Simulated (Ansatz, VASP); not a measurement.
## Two plane-wave programs on B

```
CELL_PARAMETERS angstrom
2.09446 1.20924 2.66776
-2.09446 1.20924 2.66776
0.00000 -2.41847 2.66776
ATOMIC_POSITIONS crystal
B 0.13371 0.13371 0.54689
B 0.54689 0.13371 0.13371
B 0.13371 0.54689 0.13371
B 0.45311 0.86629 0.86629
B 0.86629 0.86629 0.45311
B 0.86629 0.45311 0.86629
```

Alike in both runs: task single point; functional PBE; k mesh 6 × 6 × 6; occupations gaussian, width 0.1 eV; no spin polarisation.

|  | VASP | Ansatz |
| --- | --- | --- |
| version | VASP 6.6.1 | Ansatz 0.2.0 |
| potentials or method | VASP PAW PBE potentials, release 64 (B), cutoff 520 eV | scalar-relativistic, plane waves, PAW |
| valence electrons in the cell | 18 | 18 |

Ansatz gave:

* gap on the k mesh at the Fermi level (eV): none
* pressure (GPa): 22.6
* traceless stress, the component that is largest in VASP (GPa): -4.67
* rms of the force components (eV/Å): 0.063

Task: What did VASP give for the same quantities?

Result: gap on the k mesh at the Fermi level (eV): none; pressure (GPa): 22.7; traceless stress, the component that is largest in VASP (GPa): -4.69; rms of the force components (eV/Å): 0.060.

Atom by atom the forces differ by 0.003 eV/Å (rms over components). A gap of «none» marks a metal or a gap that the smearing closes. With one functional, cell and mesh, what is left measures potentials, basis and numerics.
